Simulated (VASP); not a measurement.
# Ni (P6_3/mmc) in VASP: notebook

Ni is run at these levels: PBEsol; tasks: single point.

All numbers are computed with VASP 6.6.1; they aren't measurements. Logs are shortened: lines on timing, memory, paths and dates and some standing lists are left out, and cuts for length are marked.

## (1) The cell of the first run

Symmetry: P6_3/mmc, No. 194, hexagonal system. The conventional cell has a = 2.273 Å, b = 2.273 Å, c = 3.728 Å, α = 90.00°, β = 90.00°, γ = 120.00°. Within 3.0 Å of Ni (site symmetry -6m2) lie 12 Ni at 2.27 to 2.28 Å.

## (2) Single point, PBEsol, collinear spin, ferromagnetic start (volume scaled by 0.8)

The input, INCAR:

```
PREC = Accurate ; ENCUT = 520
EDIFF = 1E-7 ; ISMEAR = -1
SIGMA = 0.1 ; LREAL = False
LASPH = True ; NELM = 150
ALGO = Normal ; ISIF = 2
LWAVE = False ; LCHARG = True
ISPIN = 2 ; MAGMOM = 1 1
LORBIT = 11 ; LMAXMIX = 4
GGA = PS ; LELF = True
LVHAR = True ; NBANDS = 21
```

The input, KPOINTS:

```
regular mesh
0
Gamma
  18 18 10
```

The input, POSCAR:

```
Ni
1.0
    2.2734791739      0.0000000000      0.0000000000
   -1.1367395870      1.9688907196      0.0000000000
    0.0000000000      0.0000000000      3.7276092320
Ni
2
Direct
    0.3333333333      0.6666666667      0.2500000000
    0.6666666667      0.3333333333      0.7500000000
```

Potentials or basis: VASP PAW PBE potentials, release 64 (Ni).

On the command line:

```bash
> cat potpaw_PBE.64/Ni/POTCAR > POTCAR
> mpirun -np 1 vasp_std > vasp.out
```

OUTCAR:

```text
PREC = Accurate
   ENCUT = 520
   EDIFF = 1E-7
   ISMEAR = -1
   LREAL = False
   LASPH = True
   NELM = 150
   ISIF = 2
   ISPIN = 2
   LORBIT = 11
   GGA = PS

 ion  position               nearest neighbor table
   1  0.333  0.667  0.250-   2 2.28   2 2.28   2 2.28   2 2.28   2 2.28   2 2.28
   2  0.667  0.333  0.750-   1 2.28   1 2.28   1 2.28   1 2.28   1 2.28   1 2.28

  LATTYP: Found a hexagonal cell.
 ALAT       =     2.2734791739
 C/A-ratio  =     1.6396056207

  Lattice vectors:

 A1 = (   2.2734791739,   0.0000000000,   0.0000000000)
 A2 = (  -1.1367395870,   1.9688907196,   0.0000000000)
 A3 = (   0.0000000000,   0.0000000000,   3.7276092320)

Analysis of symmetry for initial positions (statically):
=====================================================================
 Subroutine PRICEL returns:
 Original cell was already a primitive cell.

 Routine SETGRP: Setting up the symmetry group for a
 hexagonal supercell.

 Subroutine GETGRP returns: Found 24 space group operations
 (whereof 12 operations were pure point group operations)
 out of a pool of 24 trial point group operations.

The static configuration has the point symmetry D_3d.
 The point group associated with its full space group is D_6h.

Analysis of symmetry for dynamics (positions and initial velocities):
=====================================================================
 Subroutine PRICEL returns:
 Original cell was already a primitive cell.

 Routine SETGRP: Setting up the symmetry group for a
 hexagonal supercell.

 Subroutine GETGRP returns: Found 24 space group operations
 (whereof 12 operations were pure point group operations)
 out of a pool of 24 trial point group operations.

The dynamic configuration has the point symmetry D_3d.
 The point group associated with its full space group is D_6h.

Analysis of structural, dynamic, and magnetic symmetry:
=====================================================================
 Subroutine PRICEL returns:
 Original cell was already a primitive cell.

 Routine SETGRP: Setting up the symmetry group for a
 hexagonal supercell.

 Subroutine GETGRP returns: Found 24 space group operations
 (whereof 12 operations were pure point group operations)
 out of a pool of 24 trial point group operations.

The overall configuration has the point symmetry D_3d.
 The point group associated with its full space group is D_6h.

 Subroutine INISYM returns: Found 24 space group operations
[... 111 lines left out ...]
   EFERMI =   0.00;   METHOD = LEGACY
   ISMEAR =    -1;   SIGMA  =   0.10  broadening in eV -4-tet -1-fermi 0-gaus
   EFERMI_NEDOS =   21; number of points for ismear=-14 and -15
   IALGO  =     38    algorithm
   IMIX   =      4    mixing-type and parameters
     AMIX     =   0.40;   BMIX     =  1.00
     AMIX_MAG =   1.60;   BMIX_MAG =  1.00
  volume/ion in A,a.u.               =       8.34        56.30
  Fermi-wavevector in a.u.,A,eV,Ry     =   1.739017  3.286266 41.146471  3.024180
  Thomas-Fermi vector in A             =   2.811938
   LORBIT       =     11    0 simple, 1 ext, 2 COOP (PROOUT), +10 PAW based schemes
   GGA     = PS    functional components
   LHFCALC =     F    Hartree Fock is set to
   AEXX    =    0.0000 exact exchange contribution
   IVDW    =     0    specifies the selected vdW correction
   LEPSILON=     F    determine dielectric tensor
   LRPA    =     F    only Hartree local field effects (RPA)
 spin polarized calculation
  energy-cutoff  :      520.00
  volume of cell :       16.69
 maximum number of plane-waves:       462
 NGX is ok and might be reduce to    18
   NGX =  9   NGY =  9   NGZ = 13

 number of electron      19.9999986 magnetization       1.0756071

 Free energy of the ion-electron system (eV)
  ---------------------------------------------------
  ext. energy  EPLUGINS =         0.00000000
  ---------------------------------------------------
  free energy    TOTEN  =       -11.38554428 eV

  energy without entropy =      -11.28507203  energy(sigma->0) =      -11.33530815

 E-fermi :  13.5394     XC(G=0): -15.0887

 val. band max:       13.5386292334   @ k =   0.3333   0.0556   0.5000
 cond. band min:      13.5423393598   @ k =   0.3333   0.1111   0.0000
 fundamental gap:      0.0037101265
 Fermi energy:        13.5394332967

 spin component 1

 k-point     1 :       0.0000    0.0000    0.0000
  band No.  band energies     occupation
      1       2.4502      1.00000
      2       6.9868      1.00000
      3      10.3204      1.00000
      4      10.4440      1.00000
      5      10.4440      1.00000
      6      10.8600      1.00000
[... 565 lines left out ...]
     20      43.3260      0.00000
     21      48.3324      0.00000

 [... further k-points ...]

 spin component 2

 k-point     1 :       0.0000    0.0000    0.0000
  band No.  band energies     occupation
      1       2.4661      1.00000
      2       7.3246      1.00000
      3      10.8995      1.00000
      4      11.0058      1.00000
      5      11.0058      1.00000
      6      11.4410      1.00000
[... 565 lines left out ...]
     20      43.4702      0.00000
     21      48.3689      0.00000

 [... further k-points ...]
[... 5 lines left out ...]
  --------------------------------------------------------------------------------------
  -------------------------------------------------------------------------------------
  Total        8.9159512      8.9159512      8.9269816     -0.0000000      0.0000000      0.0000000
  in kB      856.1212825    856.1212825    857.1804419     -0.0000000      0.0000000      0.0000000
  external PRESSURE =     856.4743356 kB  Pullay stress =       0.0000000 kB

 VOLUME and BASIS-vectors are now :
 -----------------------------------------------------------------------------
  energy-cutoff  :      520.00
  volume of cell :       16.69
      direct lattice vectors                 reciprocal lattice vectors
     2.273479174  0.000000000  0.000000000     0.439854480  0.253950102  0.000000000
    -1.136739587  1.968890720  0.000000000     0.000000000  0.507900205  0.000000000
     0.000000000  0.000000000  3.727609232     0.000000000  0.000000000  0.268268463

 POSITION                                       TOTAL-FORCE (eV/Angst)
 -----------------------------------------------------------------------------------
     -0.00000      1.31259      0.93190         0.000000      0.000000      0.000000
      1.13674      0.65630      2.79571        -0.000000      0.000000      0.000000
 -----------------------------------------------------------------------------------
    total drift:                                0.000000     -0.000000     -0.000000

  FREE ENERGIE OF THE ION-ELECTRON SYSTEM (eV)
  ---------------------------------------------------
  free  energy   TOTEN  =       -11.3855442758 eV

  energy  without entropy=      -11.2850720316  energy(sigma->0) =      -11.33530815

 total charge

# of ion       s       p       d       tot
------------------------------------------
    1        0.635   0.795   8.511   9.941
    2        0.635   0.795   8.511   9.941
--------------------------------------------------
tot          1.270   1.591  17.021  19.882

 magnetization (x)

# of ion       s       p       d       tot
------------------------------------------
    1       -0.005  -0.023   0.554   0.526
    2       -0.005  -0.023   0.554   0.526
--------------------------------------------------
tot         -0.010  -0.047   1.109   1.052
```

Wall time 79 s (1 thread of Intel Xeon 6975P-C (Granite Rapids), shared host); peak memory 0.21 GiB.

Results:

- Free energy: -11.3855 eV
- Pressure: 85.6 GPa
- Net moment: 1.08 μB per cell
- Site moments: Ni +0.53 μB
- Valence electrons inside the program's atomic spheres: Ni 9.94

Caveat: the cell differs from its parent crystal (volume scaled by 0.8); the PAW data sets were made with another functional, which shifts forces and pressure a little.

## (3) Single point, PBEsol, collinear spin, ferromagnetic start

This run uses another cell than the first one, of 9.39 Å³/atom, 1.125 times its volume.

The input, INCAR:

```
SYSTEM = Ni
PREC = Accurate
ENCUT = 520
EDIFF = 1E-6
ISMEAR = -1
SIGMA = 0.1
LREAL = .False.
LASPH = .True.
NELM = 150
ALGO = Normal
ISIF = 2
LWAVE = .False.
LCHARG = .False.
ISPIN = 2
MAGMOM = 1 1
LORBIT = 11
LMAXMIX = 4
GGA = PS
NBANDS = 21
```

The input, KPOINTS:

```
regular mesh
0
Gamma
  18 18 10
  0 0 0
```

The input, POSCAR:

```
Ni
1.0
    2.3645452841      0.0000000000      0.0000000000
   -1.1822726420      2.0477562844      0.0000000000
    0.0000000000      0.0000000000      3.8767660191
Ni
2
Direct
    0.3333333333      0.6666666667      0.2500000000
    0.6666666667      0.3333333333      0.7500000000
```

Potentials or basis: VASP PAW PBE potentials, release 64 (Ni).

On the command line:

```bash
> cat potpaw_PBE.64/Ni/POTCAR > POTCAR
> mpirun -np 1 vasp_std > vasp.out
```

Run time: 74 s. Hardware: 1 thread of Intel Xeon 6975P-C (Granite Rapids), shared host; peak memory 0.23 GiB.

It converged, with:

```yaml
Free_energy: -12.1052 eV
Pressure: 30.3 GPa
Net_moment: 1.15 μB per cell
Site_moments: Ni +0.57 μB
Valence_electrons_inside_the_program's_atomic_spheres: Ni 9.62
```

Levels at points of the mesh, in eV from the Fermi level:
Spin up:
```tsv
k point	band 9	band 10	band 11	band 12	band 13	band 14
(0.00, 0.00, 0.00)	-1.86	-0.69	-0.68	-0.68	6.74	23.84
(0.50, 0.00, 0.00)	-0.45	-0.37	1.40	3.61	10.29	11.06
(0.00, 0.00, 0.50)	-1.03	-1.03	-1.03	-1.03	15.86	15.86
(0.50, 0.00, 0.50)	-0.43	-0.43	1.50	1.50	7.96	7.96
```
Spin down:
```tsv
k point	band 6	band 7	band 8	band 9	band 10	band 11	band 12	band 13
(0.00, 0.00, 0.00)	-1.75	-1.75	-1.24	-1.24	-0.70	-0.02	-0.02	7.12
(0.50, 0.00, 0.00)	-2.16	-1.74	0.16	0.23	0.32	1.86	3.97	10.44
(0.00, 0.00, 0.50)	-2.16	-2.16	-2.16	-0.38	-0.38	-0.38	-0.38	16.02
(0.50, 0.00, 0.50)	-1.14	-0.56	-0.56	0.26	0.26	1.70	1.70	8.28
```

Caveat: the PAW data sets were made with another functional, which shifts forces and pressure a little.

## (4) Single point, PBEsol, collinear spin, ferromagnetic start

This run uses another cell than the first one, of 10.43 Å³/atom, 1.250 times its volume.

The input, INCAR:

```
PREC = Accurate
ENCUT = 520
EDIFF = 1E-7
ISMEAR = -1
SIGMA = 0.1
LREAL = F
LASPH = T
NELM = 150
ALGO = Normal
ISIF = 2
LWAVE = F
LCHARG = F
ISPIN = 2
MAGMOM = 1 1
LORBIT = 11
LMAXMIX = 4
GGA = PS
NBANDS = 21
```

The input, KPOINTS:

```
regular mesh
0
Gamma
  18 18 10
```

The input, POSCAR:

```
Ni
1.0
    2.4491343427      0.0000000000      0.0000000000
   -1.2245671714      2.1210125581      0.0000000000
    0.0000000000      0.0000000000      4.0151071136
Ni
2
Direct
    0.3333333333      0.6666666667      0.2500000000
    0.6666666667      0.3333333333      0.7500000000
```

On the command line:

```bash
> cat potpaw_PBE.64/Ni/POTCAR > POTCAR
> mpirun -np 1 vasp_std > vasp.out
```

Run time: 80 s. Hardware: 1 thread of Intel Xeon 6975P-C (Granite Rapids), shared host; peak memory 0.24 GiB.

The run converged. Its results:

```
Free energy                                           : -12.2831 eV
Pressure                                              : 0.0 GPa
Net moment                                            : 1.20 μB per cell
Site moments                                          : Ni +0.61 μB
Valence electrons inside the program's atomic spheres : Ni 9.39
```

Levels at points of the mesh, in eV from the Fermi level:
Spin up:
```
           k point  band 9  band 10  band 11  band 12  band 13  band 14
(0.00, 0.00, 0.00)   -1.71    -0.70    -0.70    -0.48     5.90    22.95
(0.50, 0.00, 0.00)   -0.51    -0.44     1.22     3.17     9.54    10.15
(0.00, 0.00, 0.50)   -1.00    -1.00    -1.00    -1.00    14.71    14.71
(0.50, 0.00, 0.50)   -0.49    -0.49     1.43     1.43     7.08     7.08
```
Spin down:
```
           k point  band 7  band 8  band 9  band 10  band 11  band 12
(0.00, 0.00, 0.00)   -1.49   -1.05   -1.05    -0.50     0.00     0.00
(0.50, 0.00, 0.00)   -1.48    0.15    0.20     0.28     1.67     3.54
(0.00, 0.00, 0.50)   -1.84   -1.84   -0.31    -0.31    -0.31    -0.31
(0.50, 0.00, 0.50)   -0.45   -0.45    0.23     0.23     1.61     1.61
```

Caveat: the PAW data sets were made with another functional, which shifts forces and pressure a little.

## (5) The runs side by side

| cell | gap on the mesh (eV) | pressure (GPa) | moment (μB) |
| --- | --- | --- | --- |
| a = 2.273, b = 2.273, c = 3.728 Å, angles 90.0, 90.0, 120.0°, 2 atoms | none | 85.6 | 1.08 |
| a = 2.365, b = 2.365, c = 3.877 Å, angles 90.0, 90.0, 120.0°, 2 atoms | none | 30.3 | 1.15 |
| a = 2.449, b = 2.449, c = 4.015 Å, angles 90.0, 90.0, 120.0°, 2 atoms | none | 0.0 | 1.20 |

Alike in all rows: task single point; level PBEsol; potentials or basis VASP PAW PBE potentials, release 64 (Ni); spin collinear, ferromagnetic start; k mesh 18 × 18 × 10; cutoff (eV) 520; smearing fermi-dirac 0.1 eV.

Caveats: the PAW data sets were made with another functional, which shifts forces and pressure a little.

Total energies depend on the potentials used, so only differences within one code and one set of settings carry meaning.
